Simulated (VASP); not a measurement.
Write the native input for VASP 6.6.1 that does the following.

* Task: single point
* Functional: r2SCAN
* Potentials or basis: VASP PAW PBE potentials, release 64 (Zr_sv, S)
* Cutoff: 520 eV
* k mesh: 8 × 8 × 8
* Occupations: gaussian, width 0.1 eV
* Spin: no spin polarisation
* Dipole correction: no
* Further INCAR settings: ALGO = Normal; EDIFF = 1e-07; NBANDS = 16

ZrS:

```xyz
2
Lattice="0.0000 2.6250 2.6250 2.6250 0.0000 2.6250 2.6250 2.6250 0.0000" Properties=species:S:1:pos:R:3 pbc="T T T"
Zr    0.0000    0.0000    0.0000
S     2.6250    2.6250    2.6250
```

One way to write it, as run:

POSCAR

```
ZrS
1.0
    0.0000000000      2.6250000000      2.6250000000
    2.6250000000      0.0000000000      2.6250000000
    2.6250000000      2.6250000000      0.0000000000
Zr S
1 1
Direct
    0.0000000000      0.0000000000      0.0000000000
    0.5000000000      0.5000000000      0.5000000000
```

INCAR.step1

```
SYSTEM = ZrS
PREC = Accurate ; ENCUT = 520
ISMEAR = 0 ; SIGMA = 0.1
LREAL = .False. ; LASPH = .True.
NELM = 100 ; NBANDS = 16
GGA = PE ; ALGO = Normal
EDIFF = 1E-4 ; LWAVE = .True.
LCHARG = .False.
```

INCAR.step2

```
SYSTEM = ZrS
PREC = Accurate ; ENCUT = 520
EDIFF = 1E-7 ; ISMEAR = 0
SIGMA = 0.1 ; LREAL = .False.
LASPH = .True. ; NELM = 100
ALGO = Normal ; ISIF = 2
LWAVE = .False. ; LCHARG = .True.
METAGGA = R2SCAN ; LMIXTAU = .True.
LELF = .True. ; LVHAR = .True.
NBANDS = 16 ; ISTART = 1
```

KPOINTS

```
regular mesh
0
Gamma
  8 8 8
  0 0 0
```

Potentials or basis: VASP PAW PBE potentials, release 64 (Zr_sv, S).

Launch:

```bash
$ cat potpaw_PBE.64/Zr_sv/POTCAR potpaw_PBE.64/S/POTCAR > POTCAR
$ cp INCAR.step1 INCAR
$ mpirun -np 1 vasp_std > vasp.out
$ cp INCAR.step2 INCAR
$ mpirun -np 1 vasp_std > vasp.out
```

It gave:

```yaml
Pressure: -2.1 GPa
Band_gap_on_the_k_mesh: zero (band 9 reaches 12.45 eV, above the bottom of band 10 at 9.52 eV)
```

Caveat: the PAW data sets were made with another functional, which shifts forces and pressure a little.

It took 30 s on 1 thread of Intel(R) Xeon(R) 6975P-C (Granite Rapids), with other jobs on the host, peak memory 0.17 GiB.
